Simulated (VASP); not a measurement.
# Al3Cu (Pm-3m) in VASP: a series of runs

Al3Cu is run at these levels: r2SCAN; tasks: single point.

All numbers are computed with VASP 6.6.1; they aren't measurements. Logs are shortened: lines on timing, memory, paths and dates and some standing lists are left out, and cuts for length are marked.

## 1. The cell of the first run

The structure is cubic, space group Pm-3m (No. 221). The conventional cell has a = 3.810 Å, b = 3.810 Å, c = 3.810 Å, α = 90.00°, β = 90.00°, γ = 90.00°. Al (site symmetry 4/mmm) has 8 Al at 2.69 Å and 4 Cu at 2.69 Å within 3.6 Å. Cu (site symmetry m-3m) has 12 Al at 2.69 Å within 3.6 Å.

## 2. Single point, r2SCAN (13.82 Å³/atom)

Contents of POSCAR:

```
Al3Cu
1.0
    3.8097285894      0.0000000000      0.0000000000
    0.0000000000      3.8097285894      0.0000000000
    0.0000000000      0.0000000000      3.8097285894
Al Cu
3 1
Direct
    0.0000000000      0.5000000000      0.5000000000
    0.5000000000      0.0000000000      0.5000000000
    0.5000000000      0.5000000000      0.0000000000
    0.0000000000      0.0000000000      0.0000000000
```

Contents of INCAR.step1:

```
PREC = Accurate
ENCUT = 520
ISMEAR = 0
SIGMA = 0.1
LREAL = False
LASPH = True
NELM = 80
NBANDS = 18
GGA = PE
ALGO = Normal
EDIFF = 1E-4
LWAVE = True
LCHARG = False
```

Contents of INCAR.step2:

```
PREC = Accurate
ENCUT = 520
EDIFF = 1E-6
ISMEAR = 0
SIGMA = 0.1
LREAL = False
LASPH = True
NELM = 80
ALGO = Normal
ISIF = 2
LWAVE = False
LCHARG = False
METAGGA = R2SCAN
LMIXTAU = True
NBANDS = 18
ISTART = 1
```

Contents of KPOINTS:

```
Automatic mesh
0
Gamma
  12 12 12
```

Potentials or basis: VASP PAW PBE potentials, release 64 (Al, Cu).

Launch:

```
$ cat potpaw_PBE.64/Al/POTCAR potpaw_PBE.64/Cu/POTCAR > POTCAR
$ cp INCAR.step1 INCAR
$ mpirun -np 1 vasp_std > vasp.out
$ cp INCAR.step2 INCAR
$ mpirun -np 1 vasp_std > vasp.out
```

OUTCAR:

```text
PREC = Accurate
   ENCUT = 520
   EDIFF = 1E-6
   ISMEAR = 0
   LREAL = False
   LASPH = True
   NELM = 80
   ISIF = 2
   METAGGA = R2SCAN
   ISTART = 1

 ion  position               nearest neighbor table
   1  0.000  0.500  0.500-   2 2.69   3 2.69   4 2.69   3 2.69   4 2.69   2 2.69   4 2.69   4 2.69
                             2 2.69   3 2.69   3 2.69   2 2.69
   2  0.500  0.000  0.500-   1 2.69   3 2.69   4 2.69   3 2.69   4 2.69   1 2.69   3 2.69   3 2.69
                             1 2.69   4 2.69   4 2.69   1 2.69
   3  0.500  0.500  0.000-   1 2.69   2 2.69   4 2.69   1 2.69   2 2.69   2 2.69   4 2.69   2 2.69
                             1 2.69   4 2.69   1 2.69   4 2.69
   4  0.000  0.000  0.000-   1 2.69   2 2.69   3 2.69   1 2.69   2 2.69   1 2.69   3 2.69   1 2.69
                             2 2.69   3 2.69   2 2.69   3 2.69

  LATTYP: Found a simple cubic cell.
 ALAT       =     3.8097285894

  Lattice vectors:

 A1 = (   3.8097285894,   0.0000000000,   0.0000000000)
 A2 = (   0.0000000000,   3.8097285894,   0.0000000000)
 A3 = (   0.0000000000,   0.0000000000,   3.8097285894)

Analysis of symmetry for initial positions (statically):
=====================================================================
 Subroutine PRICEL returns:
 Original cell was already a primitive cell.

 Routine SETGRP: Setting up the symmetry group for a
 simple cubic supercell.

 Subroutine GETGRP returns: Found 48 space group operations
 (whereof 48 operations were pure point group operations)
 out of a pool of 48 trial point group operations.

The static configuration has the point symmetry O_h .

Analysis of symmetry for dynamics (positions and initial velocities):
=====================================================================
 Subroutine PRICEL returns:
 Original cell was already a primitive cell.

 Routine SETGRP: Setting up the symmetry group for a
 simple cubic supercell.

 Subroutine GETGRP returns: Found 48 space group operations
 (whereof 48 operations were pure point group operations)
 out of a pool of 48 trial point group operations.

The dynamic configuration has the point symmetry O_h .

 Subroutine INISYM returns: Found 48 space group operations
 (whereof 48 operations are pure point group operations),
 and found     1 'primitive' translations

----------------------------------------------------------------------------------------

                                     Primitive cell

  volume of cell :      55.2945

  direct lattice vectors                    reciprocal lattice vectors
     3.809728589  0.000000000  0.000000000     0.262485890  0.000000000  0.000000000
     0.000000000  3.809728589  0.000000000     0.000000000  0.262485890  0.000000000
     0.000000000  0.000000000  3.809728589     0.000000000  0.000000000  0.262485890

  length of vectors
     3.809728589  3.809728589  3.809728589     0.262485890  0.262485890  0.262485890

  position of ions in fractional coordinates (direct lattice)
     0.000000000  0.500000000  0.500000000
     0.500000000  0.000000000  0.500000000
     0.500000000  0.500000000  0.000000000
     0.000000000  0.000000000  0.000000000

  ion indices of the primitive-cell ions
   primitive index   ion index
                 1           1
                 2           2
                 3           3
                 4           4

----------------------------------------------------------------------------------------

 KPOINTS: Automatic mesh

Automatic generation of k-mesh.
 Grid dimensions read from file:
 generate k-points for:   12   12   12

 Generating k-lattice:

  Cartesian coordinates                     Fractional coordinates (reciprocal lattice)
     0.021873824  0.000000000  0.000000000     0.083333333  0.000000000  0.000000000
     0.000000000  0.021873824  0.000000000     0.000000000  0.083333333  0.000000000
     0.000000000  0.000000000  0.021873824     0.000000000  0.000000000  0.083333333

  Length of vectors
     0.021873824  0.021873824  0.021873824

  Shift w.r.t. Gamma in fractional coordinates (k-lattice)
     0.000000000  0.000000000  0.000000000

 Subroutine IBZKPT returns following result:
 ===========================================

 Found     84 irreducible k-points:

 Following reciprocal coordinates:
            Coordinates               Weight
  0.000000  0.000000  0.000000      1.000000
  0.083333  0.000000  0.000000      6.000000
  0.166667  0.000000  0.000000      6.000000
  0.250000  0.000000  0.000000      6.000000
  0.333333  0.000000  0.000000      6.000000
  0.416667  0.000000  0.000000      6.000000
[... 16 lines left out ...]
  0.333333  0.333333  0.000000     12.000000
  0.416667  0.333333  0.000000     24.000000
 [... further k-points ...]
   k-points           NKPTS =     84   k-points in BZ     NKDIM =     84   number of bands    NBANDS=     18
   number of dos      NEDOS =    301   number of ions     NIONS =      4
   total plane-waves  NPLWV =  21952
   dimension x,y,z NGX =    28 NGY =   28 NGZ =   28
   dimension x,y,z NGXF=    56 NGYF=   56 NGZF=   56
   ions per type =               3   1
   NGX,Y,Z   is equivalent  to a cutoff of  12.22, 12.22, 12.22 a.u.
   NGXF,Y,Z  is equivalent  to a cutoff of  24.44, 24.44, 24.44 a.u.
 SYSTEM =  unknown system
   PREC   = accura    normal or accurate (medium, high low for compatibility)
   ISTART =      1    job   : 0-new  1-cont  2-samecut
   ICHARG =      0    charge: 1-file 2-atom 10-const
   ISPIN  =      1    spin polarized calculation?
   LNONCOLLINEAR =      F non collinear calculations
   LSORBIT =      F    spin-orbit coupling
   LASPH  =      T    aspherical Exc in radial PAW
   ENCUT  =  520.0 eV  38.22 Ry    6.18 a.u.   7.08  7.08  7.08*2*pi/ulx,y,z
   NELM   =     80;   NELMIN=  2; NELMDL=  0     # of ELM steps
   EDIFF  = 0.1E-05   stopping-criterion for ELM
   LREAL  =      F    real-space projection
   EDIFFG = 0.1E-04   stopping-criterion for IOM
   NSW    =      0    number of steps for IOM
   IBRION =     -1    ionic relax: 0-MD 1-quasi-New 2-CG
   NFREE  =      0    steps in history (QN), initial steepest desc. (CG)
   ISIF   =      2    stress and relaxation
   ISYM   =      2    0-nonsym 1-usesym 2-fastsym
   POTIM  = 0.5000    time-step for ionic-motion
   TEBEG  =    0.0;   TEEND  =   0.0 temperature during run
   PSTRESS=    0.0 pullay stress
   NELECT =      20.0000    total number of electrons
   NUPDOWN=      -1.0000    fix difference up-down
   EMIN   =  10.00;   EMAX   =-10.00  energy-range for DOS
   EFERMI =   0.00;   METHOD = LEGACY
   ISMEAR =     0;   SIGMA  =   0.10  broadening in eV -4-tet -1-fermi 0-gaus
   EFERMI_NEDOS =   21; number of points for ismear=-14 and -15
   IALGO  =     38    algorithm
   IMIX   =      4    mixing-type and parameters
     AMIX     =   0.40;   BMIX     =  1.00
     AMIX_MAG =   1.60;   BMIX_MAG =  1.00
  volume/ion in A,a.u.               =      13.82        93.29
  Fermi-wavevector in a.u.,A,eV,Ry     =   1.166427  2.204227 18.511424  1.360551
  Thomas-Fermi vector in A             =   2.302940
   LORBIT       =      0    0 simple, 1 ext, 2 COOP (PROOUT), +10 PAW based schemes
   METAGGA = R2SCAN    functional components
   LHFCALC =     F    Hartree Fock is set to
   AEXX    =    0.0000 exact exchange contribution
   IVDW    =     0    specifies the selected vdW correction
   LEPSILON=     F    determine dielectric tensor
   LRPA    =     F    only Hartree local field effects (RPA)
 non-spin polarized calculation
 Gauss-broadening in eV      SIGMA  =   0.10
  energy-cutoff  :      520.00
  volume of cell :       55.29
 maximum number of plane-waves:      1504
   NGX = 15   NGY = 15   NGZ = 15

 number of electron      19.9999966 magnetization

 Free energy of the ion-electron system (eV)
  ---------------------------------------------------
  ext. energy  EPLUGINS =         0.00000000
  ---------------------------------------------------
  free energy    TOTEN  =       -31.09364045 eV

  energy without entropy =      -31.08853082  energy(sigma->0) =      -31.09108563

 E-fermi :   9.1908     XC(G=0): -11.9346

 val. band max:        9.1709128093   @ k =   0.5000   0.2500   0.0833
 cond. band min:       9.2315239833   @ k =   0.2500   0.2500   0.0833
 fundamental gap:      0.0606111740
 Fermi energy:         9.1907983205

 k-point     1 :       0.0000    0.0000    0.0000
  band No.  band energies     occupation
      1      -3.2327      2.00000
      2       4.3715      2.00000
      3       4.3715      2.00000
      4       5.1890      2.00000
      5       5.1890      2.00000
      6       5.1890      2.00000
[... 10 lines left out ...]
     17      16.6149      0.00000
     18      16.6149      0.00000

 k-point     2 :       0.0833    0.0000    0.0000
  band No.  band energies     occupation
      1      -3.1574      2.00000
      2       4.2293      2.00000
      3       4.3865      2.00000
      4       5.1362      2.00000
      5       5.1362      2.00000
      6       5.1918      2.00000
[... 10 lines left out ...]
     17      17.0818      0.00000
     18      17.0818      0.00000

 k-point     3 :       0.1667    0.0000    0.0000
  band No.  band energies     occupation
      1      -2.9321      2.00000
      2       3.5978      2.00000
      3       4.4277      2.00000
      4       5.0208      2.00000
      5       5.0208      2.00000
      6       5.1994      2.00000
[... 10 lines left out ...]
     17      16.7932      0.00000
     18      17.3450      0.00000

 k-point     4 :       0.2500    0.0000    0.0000
  band No.  band energies     occupation
      1      -2.5587      2.00000
      2       2.5497      2.00000
      3       4.4847      2.00000
      4       4.9014      2.00000
      5       4.9014      2.00000
      6       5.2099      2.00000
[... 10 lines left out ...]
     17      17.0021      0.00000
     18      17.7227      0.00000

 k-point     5 :       0.3333    0.0000    0.0000
  band No.  band energies     occupation
      1      -2.0416      2.00000
      2       1.4430      2.00000
      3       4.5424      2.00000
      4       4.8065      2.00000
      5       4.8065      2.00000
      6       5.2204      2.00000
[... 10 lines left out ...]
     17      17.2573      0.00000
     18      18.2336      0.00000

 k-point     6 :       0.4167    0.0000    0.0000
  band No.  band energies     occupation
      1      -1.3937      2.00000
      2       0.4185      2.00000
      3       4.5851      2.00000
      4       4.7470      2.00000
      5       4.7470      2.00000
      6       5.2280      2.00000
[... 307 lines left out ...]
 k-point    21 :       0.4167    0.2500    0.0000
  band No.  band energies     occupation
      1      -0.7514      2.00000
      2       1.0456      2.00000
      3       3.7858      2.00000
      4       4.5068      2.00000
      5       4.8387      2.00000
      6       5.0584      2.00000
[... 10 lines left out ...]
     17      16.4274      0.00000
     18      17.2643      0.00000

 k-point    22 :       0.5000    0.2500    0.0000
  band No.  band energies     occupation
      1      -0.2034      2.00000
      2       0.3770      2.00000
      3       3.9991      2.00000
      4       4.3838      2.00000
      5       4.8230      2.00000
      6       5.0638      2.00000
[... 10 lines left out ...]
     17      16.7347      0.00000
     18      16.9577      0.00000

 k-point    23 :       0.3333    0.3333    0.0000
  band No.  band energies     occupation
      1      -0.8841      2.00000
      2       2.3515      2.00000
      3       2.5836      2.00000
      4       4.4933      2.00000
      5       4.9006      2.00000
      6       4.9910      2.00000
[... 10 lines left out ...]
     17      16.9943      0.00000
     18      17.0348      0.00000

 k-point    24 :       0.4167    0.3333    0.0000
  band No.  band energies     occupation
      1      -0.2645      2.00000
      2       1.5144      2.00000
      3       2.9801      2.00000
      4       4.1937      2.00000
      5       4.8846      2.00000
      6       4.9850      2.00000
[... 10 lines left out ...]
     17      17.0076      0.00000
     18      17.4301      0.00000

 [... further k-points ...]

------------------------ aborting loop because EDIFF is reached ----------------------------------------

  FORCE on cell =-STRESS in cart. coord.  units (eV):
  Direction    XX          YY          ZZ          XY          YZ          ZX
  --------------------------------------------------------------------------------------
  -------------------------------------------------------------------------------------
  Total        2.4733651      2.4733651      2.4733651     -0.0000000     -0.0000000     -0.0000000
  in kB       71.6665846     71.6665846     71.6665846     -0.0000000     -0.0000000     -0.0000000
  external PRESSURE =      71.6665846 kB  Pullay stress =       0.0000000 kB

 VOLUME and BASIS-vectors are now :
 -----------------------------------------------------------------------------
  energy-cutoff  :      520.00
  volume of cell :       55.29
      direct lattice vectors                 reciprocal lattice vectors
     3.809728589  0.000000000  0.000000000     0.262485890  0.000000000  0.000000000
     0.000000000  3.809728589  0.000000000     0.000000000  0.262485890  0.000000000
     0.000000000  0.000000000  3.809728589     0.000000000  0.000000000  0.262485890

 POSITION                                       TOTAL-FORCE (eV/Angst)
 -----------------------------------------------------------------------------------
      0.00000      1.90486      1.90486         0.000000      0.000000      0.000000
      1.90486      0.00000      1.90486         0.000000      0.000000      0.000000
      1.90486      1.90486      0.00000         0.000000      0.000000      0.000000
      0.00000      0.00000      0.00000         0.000000      0.000000      0.000000
 -----------------------------------------------------------------------------------
    total drift:                               -0.000000     -0.000000     -0.000000

  FREE ENERGIE OF THE ION-ELECTRON SYSTEM (eV)
  ---------------------------------------------------
  free  energy   TOTEN  =       -31.0936404461 eV

  energy  without entropy=      -31.0885308169  energy(sigma->0) =      -31.09108563
```

It took 1.9 min on 1 thread of AMD EPYC 9R45 (Zen 5), shared host; peak memory 0.19 GiB.

What came out:

```
Free energy            : -31.0936 eV
Pressure               : 7.2 GPa
Band gap on the k mesh : zero (bands 10 and 11 overlap by 4.14 eV)
```

Levels at points of the mesh, in eV from the Fermi level:
| k point | band 7 | band 8 | band 9 | band 10 | band 11 | band 12 | band 13 | band 14 |
| --- | --- | --- | --- | --- | --- | --- | --- | --- |
| (0.00, 0.00, 0.00) | -2.75 | -2.75 | -2.75 | -0.77 | 0.81 | 0.81 | 7.35 | 7.35 |
| (0.50, 0.00, 0.00) | -3.75 | 0.16 | 0.16 | 0.36 | 0.36 | 0.51 | 2.46 | 2.93 |
| (0.50, 0.50, 0.00) | -3.75 | -3.66 | -3.40 | 1.40 | 3.28 | 3.28 | 3.47 | 4.30 |
| (0.50, 0.50, 0.50) | -4.60 | -3.75 | -3.75 | -2.68 | -1.91 | -1.91 | -1.91 | 13.28 |

Caveat: the cell stands under pressure; the PAW data sets were made with another functional, which shifts forces and pressure a little.

[end of part 1 of 3]
